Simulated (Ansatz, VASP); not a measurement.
## Pt in VASP and in Ansatz

```
CELL_PARAMETERS angstrom
2.83874 0.00000 0.00000
-1.41937 2.45842 0.00000
0.00000 0.00000 4.88053
ATOMIC_POSITIONS crystal
Pt 0.33333 0.66667 0.25000
Pt 0.66667 0.33333 0.75000
```

Alike in both runs: task single point; functional PBE; k mesh 21 × 21 × 11; occupations fermi-dirac, width 0.1 eV; no spin polarisation.

```csv
,VASP,Ansatz
version,VASP 6.6.1,Ansatz 0.2.0
potentials or method,"VASP PAW PBE potentials, release 64 (Pt), cutoff 520 eV","plane waves (420 eV) with PAW, scalar-relativistic"
valence electrons in the cell,20,36
```

VASP gave:

| Property | Result |
| --- | --- |
| pressure (GPa) | -15.4 |
| traceless stress, the component that is largest in VASP (GPa) | 0.89 |

Problem. What did Ansatz give for the same quantities?

Solution. Pressure (GPa): -15.0; traceless stress, the component that is largest in VASP (GPa): 0.97.

VASP's potentials hold 20 valence electrons a cell and Ansatz's 36, so a difference there can come from the potentials and not from the codes.

Neither program's run includes spin-orbit coupling.
